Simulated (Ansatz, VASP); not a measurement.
## Two plane-wave programs on TiSi

```
CELL_PARAMETERS angstrom
0.00000 2.35440 2.35440
2.35440 0.00000 2.35440
2.35440 2.35440 0.00000
ATOMIC_POSITIONS crystal
Ti 0.00000 0.00000 0.00000
Si 0.50000 0.50000 0.50000
```

Alike in both runs: task relaxation of cell and atoms; functional PBEsol; k mesh 8 × 8 × 8; occupations gaussian, width 0.1 eV; no spin polarisation.

|  | VASP | Ansatz |
| --- | --- | --- |
| version | VASP 6.6.1 | Ansatz 0.2.0 |
| potentials or method | VASP PAW PBE potentials, release 64 (Ti_sv, Si), cutoff 600 eV | scalar-relativistic, plane waves, PAW |
| valence electrons in the cell | 16 | 16 |

Ansatz gave:

```
gap on the k mesh at the Fermi level, each at its own relaxed structure (eV) : none
relaxed volume (Å³/atom)                                                     : 15.94
relaxed length of the cell vector where the two differ most in proportion (Å)              : 3.559
```

Question: Which values does VASP return?

Answer: gap on the k mesh at the Fermi level, each at its own relaxed structure (eV): none; relaxed volume (Å³/atom): 16.00; relaxed length of the cell vector where the two differ most in proportion (Å): 3.563.

VASP's potentials were made for PBE, not for PBEsol. A gap of «none» marks a metal or a gap that the smearing closes.

Noted on VASP's run: the volume moved by over 15 % at a fixed basis, so the end points are rough.
